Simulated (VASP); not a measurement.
A run of VASP 6.6.1 is set up as follows.

File INCAR:

```
SYSTEM = ScNb
PREC = Accurate
ENCUT = 520
EDIFF = 1E-7
ISMEAR = -1
SIGMA = 0.05
LREAL = .False.
LASPH = .True.
NELM = 100
ALGO = Normal
ISIF = 2
LWAVE = .False.
LCHARG = .False.
GGA = PE
NBANDS = 19
```

KPOINTS

```
regular mesh
0
Gamma
  10 10 5
  0 0 0
```

The input POSCAR:

```
ScNb
1.0
    3.1257702997      0.0000000000      0.0000000000
   -1.5628851498      2.7069964858      0.0000000000
    0.0000000000      0.0000000000      5.1716740402
Nb Sc
1 1
Direct
    0.3333333333      0.6666666667      0.5000000000
    0.0000000000      0.0000000000      0.0000000000
```

Potentials or basis: VASP PAW PBE potentials, release 64 (Nb_sv, Sc_sv).

Launch:

```console
$ cat potpaw_PBE.64/Nb_sv/POTCAR potpaw_PBE.64/Sc_sv/POTCAR > POTCAR
$ mpirun -np 1 vasp_std > vasp.out
```

Q: Predict the pressure.

A: -5.5 GPa.

Q: Estimate the band gap on the k mesh.

A: Zero (bands 12 and 13 overlap by 0.89 eV).

Stress tensor (GPa, compression positive):
```
-5.31  0.00  0.00
 0.00 -5.31  0.00
 0.00  0.00 -5.99
```

Caveat: the cell stands under tension.
